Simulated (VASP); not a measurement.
A run of VASP 6.6.1 is set up as follows.

The input INCAR:

```
SYSTEM = Ti
ALGO     = Fast           ! electronic algorithm
EDIFF    = 1E-6           ! SCF threshold, eV
ENCUT    = 520            ! plane-wave cutoff, eV
GGA      = PS             ! functional
ISIF     = 2              ! what is computed and relaxed
ISMEAR   = 0              ! smearing method
LASPH    = .TRUE.         ! aspherical terms in the spheres
LCHARG   = .TRUE.         ! write CHGCAR
LELF     = .TRUE.         ! ELF
LREAL    = .FALSE.        ! projectors in reciprocal space
LVHAR    = .TRUE.       
LWAVE    = .FALSE.        ! write WAVECAR
NBANDS   = 19             ! bands
NELM     = 60             ! most SCF steps
PREC     = Accurate       ! precision mode
SIGMA    = 0.15           ! smearing width, eV
```

The input KPOINTS:

```
k-points
0
G
  14 14 14
  0 0 0
```

POSCAR

```
Ti
1.0
    0.0000000000     -3.2099008398      0.0000000000
   -3.2099008398      0.0000000000      0.0000000000
    0.0000000000      0.0000000000     -3.2099008398
Ti
2
Direct
    0.5114645286      0.5343935858      0.5000000000
   -0.0114645286     -0.0343935858      0.0000000000
```

Potentials or basis: VASP PAW PBE potentials, release 64 (Ti_sv).

Command:

```sh
$ cat potpaw_PBE.64/Ti_sv/POTCAR > POTCAR
$ mpirun -np 1 vasp_std > vasp.out
```

(1) Predict the largest force.

(2) Estimate the band gap on the k mesh.

(3) Predict the pressure.

Results:

(1) 1.207 eV/Å.

(2) zero (bands 12 and 13 overlap by 1.51 eV).

(3) 1.2 GPa.

Caveat: the cell differs from its parent crystal (atoms displaced along a vibrational mode); the PAW data sets were made with another functional, which shifts forces and pressure a little.
